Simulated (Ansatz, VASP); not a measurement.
Two plane-wave programs on Rb2Cd6Pd

```xyz
9
Lattice="0.0000 4.9400 4.9400 4.9400 0.0000 4.9400 4.9400 4.9400 0.0000" Properties=species:S:1:pos:R:3 pbc="T T T"
Cd    2.7120    4.9400    4.9400
Cd    4.9400    2.7120    4.9400
Cd    7.1681    4.9400    4.9400
Cd    4.9400    7.1681    4.9400
Cd    4.9400    4.9400    2.7120
Cd    4.9400    4.9400    7.1681
Pd    0.0000    0.0000    0.0000
Rb    2.4700    2.4700    2.4700
Rb    7.4100    7.4100    7.4100
```

Alike in both runs: functional PBE; k mesh 6 × 6 × 6; occupations gaussian, width 0.1617 eV; no spin polarisation.

Ansatz relaxed the structure, and its values are those at the end. VASP's run is a single point on that final structure, the one shown.

```csv
,VASP,Ansatz
version,VASP 6.6.1,Ansatz 0.2.0
potentials or method,"VASP PAW PBE potentials, release 64 (Cd, Pd, Rb_sv), cutoff 520 eV",PAW plane waves
valence electrons in the cell,100,156
```

VASP gave:

| Quantity | Value |
| --- | --- |
| pressure (GPa) | 3.7 |
| rms of the force components (eV/Å) | 0.006 |

Problem. Estimate Ansatz's values.

Solution. Pressure (GPa): 3.5; rms of the force components (eV/Å): 0.001.

VASP's potentials hold 100 valence electrons a cell and Ansatz's 156, so a difference there can come from the potentials and not from the codes. Ansatz's warnings: stress scf threshold loose.
